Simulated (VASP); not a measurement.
# HCl in VASP: notebook, part 2 of 2

VASP 6.6.1. Earlier steps stand in the parts before.

### 4 Single point, PBE

Contents of INCAR:

```
SYSTEM = HCl
PREC = Accurate
ENCUT = 520
EDIFF = 1E-7
ISMEAR = -1
SIGMA = 0.05
LREAL = Auto
LASPH = .TRUE.
NELM = 60
ALGO = Normal
ISIF = 2
LWAVE = .FALSE.
LCHARG = .FALSE.
GGA = PE
NBANDS = 56
```

Contents of KPOINTS:

```
regular mesh
0
G
  1 1 1
  0 0 0
```

Contents of POSCAR:

```
HCl
1.0
    7.4168600000      0.0000000000      0.0000000000
    0.0000000000      7.4168600000      0.0000000000
    0.0000000000      0.0000000000      7.4168600000
Cl H
10 10
Direct
    0.2884778734      0.0726587801      0.4016928997
    0.0813821482      0.5406465809      0.3531009079
    0.7113252778      0.2644110850      0.3554873626
    0.4165913877      0.2573865490     -0.0722677791
    0.6519335676      0.7855885105      0.1427962777
    0.8267379996      0.5164179990      0.8220190215
    0.2155089890      0.7309022956      0.9418945484
    0.4727067789      0.7027771860      0.5521339219
    1.0075557581      0.1733887386      0.0578277061
    0.8895138913      0.9416114097      0.6212871754
    0.3578064032     -0.0428887696      0.5102293963
    0.0647848281      0.5860296675      0.1782425447
    0.8436454241      0.3781114919      0.3588176128
    0.4715877069      0.1858872892      0.0788069345
    0.7302955698      0.6675870921      0.0342732639
    0.8421353511      0.6521762579      0.7221115135
    0.1778515436      0.8931137975      1.0029446423
    0.5733558406      0.6630838387      0.4130319300
    0.8395196889      0.1646114393      0.1118532640
    1.0255283233      1.0256766340      0.6752992506
```

Potentials or basis: VASP PAW PBE potentials, release 64 (Cl, H).

Started as:

```console
$ cat potpaw_PBE.64/Cl/POTCAR potpaw_PBE.64/H/POTCAR > POTCAR
$ mpirun -np 1 vasp_gam > vasp.out
```

OUTCAR:

```text
SYSTEM = HCl
   PREC = Accurate
   ENCUT = 520
   EDIFF = 1E-7
   ISMEAR = -1
   LREAL = Auto
   LASPH = .TRUE.
   NELM = 60
   ISIF = 2
   GGA = PE

 ion  position               nearest neighbor table
   1  0.288  0.073  0.402-  11 1.28
   2  0.081  0.541  0.353-  12 1.35
   3  0.711  0.264  0.355-  13 1.29
   4  0.417  0.257  0.928-  14 1.31
   5  0.652  0.786  0.143-  15 1.32
   6  0.827  0.516  0.822-  16 1.26
[... 12 lines left out ...]
  19  0.840  0.165  0.112-   9 1.31
  20  0.026  0.026  0.675-  10 1.25
[... 265 lines left out ...]
  Total        6.9468651      5.6945774      3.5760569      0.9210835     -1.4664303      0.5120008
  in kB       27.2796756     22.3620614     14.0428340      3.6170071     -5.7585319      2.0105784
  external PRESSURE =      21.2281904 kB  Pullay stress =       0.0000000 kB

 VOLUME and BASIS-vectors are now :
 -----------------------------------------------------------------------------
  energy-cutoff  :      520.00
  volume of cell :      408.00
      direct lattice vectors                 reciprocal lattice vectors
     7.416860000  0.000000000  0.000000000     0.134827946  0.000000000  0.000000000
     0.000000000  7.416860000  0.000000000     0.000000000  0.134827946  0.000000000
     0.000000000  0.000000000  7.416860000     0.000000000  0.000000000  0.134827946

 POSITION                                       TOTAL-FORCE (eV/Angst)
 -----------------------------------------------------------------------------------
      2.13960      0.53890      2.97930        -0.340035      0.701950     -0.319258
      0.60360      4.00990      2.61890        -0.213774      0.247604     -0.966365
      5.27580      1.96110      2.63660        -0.904365     -0.046146      0.222398
      3.08980      1.90900      6.88086         0.296660     -0.176266      0.237791
      4.83530      5.82660      1.05910         0.204436     -0.030296      0.000270
      6.13180      3.83020      6.09680        -0.128984     -1.378866      0.625422
[... 12 lines left out ...]
      6.22660      1.22090      0.82960         0.417768     -0.115535      0.054741
      0.18934      0.19044      5.00860         0.946131      0.519757      0.376571
 -----------------------------------------------------------------------------------
    total drift:                                0.000250      0.002760      0.001500

  FREE ENERGIE OF THE ION-ELECTRON SYSTEM (eV)
  ---------------------------------------------------
  free  energy   TOTEN  =       -60.9344773108 eV

  energy  without entropy=      -60.9344773108  energy(sigma->0) =      -60.93447731
```

stdout:

```text
POSCAR found type information on POSCAR ClH
 POSCAR found :  2 types and      20 ions
 scaLAPACK will be used
 LDA part: xc-table for (Slater+PW92), standard interpolation
 POSCAR, INCAR and KPOINTS ok, starting setup
 FFT: planning ... GRIDC
 FFT: planning ... GRID_SOFT
 FFT: planning ... GRID
 WAVECAR not read
 entering main loop
```

Run time: 42 s. Hardware: 1 thread of Intel Xeon Platinum 8375C at 2.90GHz (Ice Lake), shared host; peak memory 0.42 GiB.

What came out:

- Free energy: -60.9345 eV
- Pressure: 2.1 GPa
- Largest force: 1.520 eV/Å
- Band gap on the k mesh: 5.45 eV

Forces on the atoms (eV/Å):
```
Cl  -0.340  0.702 -0.319
Cl  -0.214  0.248 -0.966
Cl  -0.904 -0.046  0.222
Cl   0.297 -0.176  0.238
Cl   0.204 -0.030  0.000
Cl  -0.129 -1.379  0.625
Cl  -0.039  0.580  0.158
Cl   0.303 -0.545  0.391
Cl  -0.122 -0.200 -0.362
Cl  -1.093 -0.583 -0.343
H    0.316 -0.370  0.108
H    0.276 -0.206  1.034
H    0.472  0.264 -0.038
H   -0.191  0.224 -0.349
H   -0.172  0.187 -0.009
H    0.183  1.201 -0.676
H    0.016 -0.472 -0.135
H   -0.227  0.198 -0.011
H    0.418 -0.116  0.055
H    0.946  0.520  0.377
```

Stress tensor (GPa, compression positive):
```
 2.73  0.36  0.20
 0.36  2.24 -0.58
 0.20 -0.58  1.40
```

Levels at points of the mesh, in eV from the valence-band top:
| k point | band 36 | band 37 | band 38 | band 39 | band 40 | band 41 | band 42 | band 43 | band 44 | band 45 |
| --- | --- | --- | --- | --- | --- | --- | --- | --- | --- | --- |
| (0.00, 0.00, 0.00) | -0.23 | -0.08 | -0.05 | -0.03 | 0.00 | 5.45 | 6.73 | 6.82 | 6.99 | 7.13 |

Caveat: the k points lie up to 0.85 Å⁻¹ apart.

### 5 Single point, PBE

Contents of INCAR:

```
PREC     = Accurate       # precision mode
ENCUT    = 520            # plane-wave cutoff, eV
EDIFF    = 1E-6           # SCF threshold, eV
ISMEAR   = -1             # smearing method
SIGMA    = 0.05           # smearing width, eV
LREAL    = Auto         
LASPH    = T              # aspherical terms in the spheres
NELM     = 80             # most SCF steps
ALGO     = Normal         # electronic algorithm
ISIF     = 2              # what is computed and relaxed
LWAVE    = F              # write WAVECAR
LCHARG   = T              # write CHGCAR
GGA      = PE             # functional
LELF     = T              # ELF
LVHAR    = T            
NBANDS   = 56             # bands
```

Contents of KPOINTS:

```
Automatic mesh
0
Gamma
  1 1 1
```

Contents of POSCAR:

```
HCl
1.0
    7.4168600000      0.0000000000      0.0000000000
    0.0000000000      7.4168600000      0.0000000000
    0.0000000000      0.0000000000      7.4168600000
Cl H
10 10
Direct
    0.2938305428      0.0735216790      0.4100252668
    0.0849955372      0.5214066330      0.3688353292
    0.6967638596      0.2741861111      0.3815226390
    0.4321640155      0.2593685198     -0.0682094579
    0.6424012318      0.7718630256      0.1449400420
    0.8145900017      0.5451902827      0.7940422227
    0.2348837648      0.7271271131      0.9330363523
    0.4702663931      0.6930560911      0.5705109709
    0.9868596684      0.1537443069      0.0635578938
    0.8941115243      0.9350183231      0.6256690837
    0.3687139841     -0.0704610846      0.4910703451
    0.0358237853      0.5761737447      0.2112349431
    0.8323333594      0.3787586661      0.4200025348
    0.3249757984      0.3082975815      0.0665915226
    0.7074826814      0.6665758825      0.0152490407
    0.8281536931      0.7127679368      0.7061209191
    0.2612830767      0.8801568319      1.0305574057
    0.5513384370      0.6245904601      0.4254765494
    0.8760176139      0.1448995936      0.1897568513
    1.0449300647      0.8830421499      0.6768362892
```

Started as:

```console
$ cat potpaw_PBE.64/Cl/POTCAR potpaw_PBE.64/H/POTCAR > POTCAR
$ mpirun -np 1 vasp_gam > vasp.out
```

It took 45 s on 1 thread of Intel Xeon Platinum 8375C at 2.90GHz (Ice Lake), shared host; peak memory 0.42 GiB.

The run converged. Its results:

- Free energy: -60.8750 eV
- Pressure: 1.5 GPa
- Largest force: 1.963 eV/Å
- Band gap on the k mesh: 5.28 eV

Forces on the atoms (eV/Å):
```
Cl   0.185 -0.461  0.300
Cl   0.109  0.062  0.049
Cl  -0.420  0.083  0.217
Cl  -0.593  0.304  0.734
Cl   0.223 -0.058  0.105
Cl   0.228  0.490 -0.304
Cl   0.010  1.478  0.849
Cl   0.320 -0.573 -0.500
Cl   1.206 -0.034 -1.548
Cl  -1.438  0.781 -0.681
H   -0.227  0.542 -0.481
H    0.000  0.046 -0.076
H    0.138 -0.012 -0.048
H    0.658 -0.318 -0.799
H   -0.093  0.105  0.029
H   -0.117 -1.102  0.675
H   -0.241 -1.332 -0.836
H   -0.430  0.470  0.520
H   -1.103 -0.046  1.209
H    1.584 -0.424  0.587
```

Stress tensor (GPa, compression positive):
```
 3.10  0.13  0.23
 0.13  0.36 -0.58
 0.23 -0.58  1.13
```

Levels at points of the mesh, in eV from the valence-band top:
| k point | band 37 | band 38 | band 39 | band 40 | band 41 | band 42 | band 43 | band 44 |
| --- | --- | --- | --- | --- | --- | --- | --- | --- |
| (0.00, 0.00, 0.00) | -0.24 | -0.17 | -0.11 | 0.00 | 5.28 | 6.20 | 6.59 | 6.59 |

Caveat: the k points lie up to 0.85 Å⁻¹ apart.

### 6 Single point, PBE

Contents of INCAR:

```
SYSTEM = HCl
  ALGO = Normal
  EDIFF = 1E-7
  ENCUT = 520
  GGA = PE
  ISIF = 2
  ISMEAR = -1
  LASPH = .TRUE.
  LCHARG = .FALSE.
  LREAL = Auto
  LWAVE = .FALSE.
  NBANDS = 56
  NELM = 80
  PREC = Accurate
  SIGMA = 0.05
```

Contents of KPOINTS:

```
k-points
0
G
  1 1 1
  0 0 0
```

Contents of POSCAR:

```
HCl
1.0
    7.4168600000      0.0000000000      0.0000000000
    0.0000000000      7.4168600000      0.0000000000
    0.0000000000      0.0000000000      7.4168600000
Cl H
10 10
Direct
    0.2694401674      0.0821776331      0.4225912313
    0.0799664548      0.5069935256      0.3949380196
    0.6743824206      0.2732962467      0.3732576859
    0.4311662887      0.2716243801     -0.0802226279
    0.6643107730      0.7766629005      0.1271832015
    0.8399106900      0.5260581971      0.8246077181
    0.1953791766      0.7139544228      0.9557818268
    0.5221886351      0.6793845374      0.5459992504
    0.9809272388      0.1452501463      0.0534592806
    0.8934373846      0.9342363210      0.6071167583
    0.3639545576     -0.0494279250      0.4971376027
    0.0816518041      0.5127911272      0.2199987596
    0.8094395742      0.3571727119      0.4400784159
    0.3858640988      0.1895411266      0.0682499063
    0.7074557158      0.6465269669      0.0184174974
    0.8493351634      0.7016446313      0.7738315136
    0.3576176441      0.7326550589      1.0018660188
    0.5836162473      0.6702027543      0.3749295524
    0.8220325043      0.1436996249      0.1430120024
    1.0379729427      1.0414784693      0.6372103559
```

Potentials or basis: VASP PAW PBE potentials, release 64 (Cl, H).

Started as:

```console
$ cat potpaw_PBE.64/Cl/POTCAR potpaw_PBE.64/H/POTCAR > POTCAR
$ mpirun -np 1 vasp_gam > vasp.out
```

It took 47 s on 1 thread of Intel Xeon Platinum 8375C at 2.90GHz (Ice Lake), shared host; peak memory 0.39 GiB.

Results (log left out):

- Free energy: -60.8949 eV
- Pressure: 1.3 GPa
- Largest force: 1.394 eV/Å
- Band gap on the k mesh: 5.29 eV

Forces on the atoms (eV/Å):
```
Cl   0.493 -0.389  0.224
Cl   0.049  0.068 -0.112
Cl  -0.724 -0.282 -0.150
Cl  -0.053 -0.248  0.289
Cl  -0.452  0.725  0.630
Cl   0.057  0.665 -0.327
Cl  -0.717 -0.101 -0.303
Cl  -0.048  0.099 -0.755
Cl  -1.091 -0.041  0.441
Cl   0.741  0.724  0.367
H   -0.210  0.265 -0.277
H    0.015  0.010  0.126
H    0.577  0.261  0.029
H    0.059  0.196 -0.300
H    0.263 -0.565 -0.399
H    0.131 -0.931 -0.001
H    1.025  0.184  0.368
H   -0.352  0.132  0.888
H    1.243  0.160 -0.500
H   -1.007 -0.935 -0.236
```

Stress tensor (GPa, compression positive):
```
 2.11 -0.20  0.48
-0.20  0.85  0.51
 0.48  0.51  0.99
```

Levels at points of the mesh, in eV from the valence-band top:
```tsv
k point	band 37	band 38	band 39	band 40	band 41	band 42	band 43	band 44
(0.00, 0.00, 0.00)	-0.24	-0.17	-0.05	0.00	5.29	6.33	6.52	6.89
```

Caveat: the k points lie up to 0.85 Å⁻¹ apart.
